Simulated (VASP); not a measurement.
**Ag: single point with PBE**

Crystal: Ag.

```
Ag
1.0
     2.93657    0.00000    0.00000
    -1.46828    2.54314    0.00000
     0.00000    0.00000    7.16412
Ag
3
Direct
  0.00000 0.00000 0.00000
  0.33333 0.66667 0.33333
  0.66667 0.33333 0.66667
```

```yaml
Program: VASP 6.6.1
Task: single point
Functional: PBE
Potentials_or_basis: VASP PAW PBE potentials, release 64 (Ag)
Cutoff: 520 eV
k_mesh: 18 × 18 × 7
Occupations: gaussian, width 0.1 eV
Spin: no spin polarisation
```

```yaml
Pressure: -0.1 GPa
Band_gap_on_the_k_mesh: zero (an odd number of electrons rules out a gap without spin polarisation)
```

Levels at points of the mesh, in eV from the Fermi level:
```
           k point  band 14  band 15  band 16  band 17  band 18  band 19  band 20  band 21
(0.00, 0.00, 0.00)    -3.31    -3.31    -3.31    -3.17    -3.17     7.75     7.75    15.81
(0.50, 0.00, 0.00)    -2.77    -2.77     0.56     0.56     1.64     4.49     4.49     6.39
```

Run time: 5.6 min on 1 thread of Intel Xeon 8259CL, with other jobs on the host, peak memory 0.35 GiB.
